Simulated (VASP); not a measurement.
Here is a VASP 6.6.1 calculation.

The input INCAR:

```
  PREC = Accurate
  ENCUT = 520
  EDIFF = 1E-6
  ISMEAR = 0
  SIGMA = 0.05
  LREAL = F
  LASPH = T
  NELM = 80
  ALGO = Normal
  ISIF = 2
  LWAVE = F
  LCHARG = F
  LDIPOL = T
  IDIPOL = 3
  DIPOL = 0.5 0.5 0.500
  GGA = PS
  NBANDS = 50
```

Contents of KPOINTS:

```
Automatic mesh
0
Gamma
  6 6 1
```

The input POSCAR:

```
SnSe
1.0
    4.2041099673      0.0000000000      0.0000000000
    0.0000000000      4.2041099673      0.0000000000
    0.0000000000      0.0000000000     23.9182640001
Sn Se
4 4
Direct
    0.5000000000      0.5000000000      0.3135679078
    0.0000000000      0.0000000000      0.4378559693
    0.5000000000      0.5000000000      0.5621440307
    0.0000000000      0.0000000000      0.6864320922
    0.0000000000      0.0000000000      0.3135679078
    0.5000000000      0.5000000000      0.4378559693
    0.0000000000      0.0000000000      0.5621440307
    0.5000000000      0.5000000000      0.6864320922
```

Potentials or basis: VASP PAW PBE potentials, release 64 (Sn_d, Se).

Launch:

```console
$ cat potpaw_PBE.64/Sn_d/POTCAR potpaw_PBE.64/Se/POTCAR > POTCAR
$ mpirun -np 1 vasp_std > vasp.out
```

**Question.** What does it give for the band gap on the k mesh?

**Answer.** 0.65 eV.

**Question.** Predict the largest force.

**Answer.** 0.467 eV/Å.

Forces on the atoms (eV/Å):
```
Sn   0.000  0.000  0.440
Sn   0.000  0.000 -0.437
Sn   0.000  0.000  0.437
Sn   0.000  0.000 -0.440
Se   0.000  0.000  0.244
Se   0.000  0.000 -0.467
Se   0.000  0.000  0.467
Se   0.000  0.000 -0.244
```

Caveat: the PAW data sets were made with another functional, which shifts forces and pressure a little; spin-orbit coupling is left out, which moves the levels of the heavy elements.
